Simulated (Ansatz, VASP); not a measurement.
**Two plane-wave programs on Fe3Co**

```
Fe Co
1.0
     4.02358    0.00000    0.00000
     0.00000    4.02358    0.00000
     0.00000    0.00000    2.82771
Fe Co
3 1
Direct
  0.50000 0.50000 0.00000
  0.50000 0.00000 0.50000
  0.00000 0.50000 0.50000
  0.00000 0.00000 0.00000
```

Alike in both runs: task single point; functional PBEsol; k mesh 5 × 5 × 7; occupations gaussian, width 0.05 eV; collinear spin.

```csv
,VASP,Ansatz
version,VASP 6.6.1,Ansatz 0.2.0
potentials or method,"VASP PAW PBE potentials, release 64 (Fe, Co), cutoff 600 eV","scalar-relativistic, plane waves, PAW"
valence electrons in the cell,33,65
```

```tsv
	VASP	Ansatz	Ansatz less VASP
gap on the k mesh at the Fermi level (eV)	none	none	-
pressure (GPa)	-8.5	-8.2	+0.31
traceless stress, the component that is largest in VASP (GPa)	0.53	0.51	-0.019
net moment per atom (μB)	2.29	2.29	-0.002
size of the moment on the site where the two differ most (μB)	1.71	1.79	+0.079
```

VASP's potentials were made for PBE, not for PBEsol. Site moments also hang on the region over which each program counts them. A gap of «none» marks a metal or a gap that the smearing closes. VASP's potentials hold 33 valence electrons a cell and Ansatz's 65, so a difference there can come from the potentials and not from the codes.
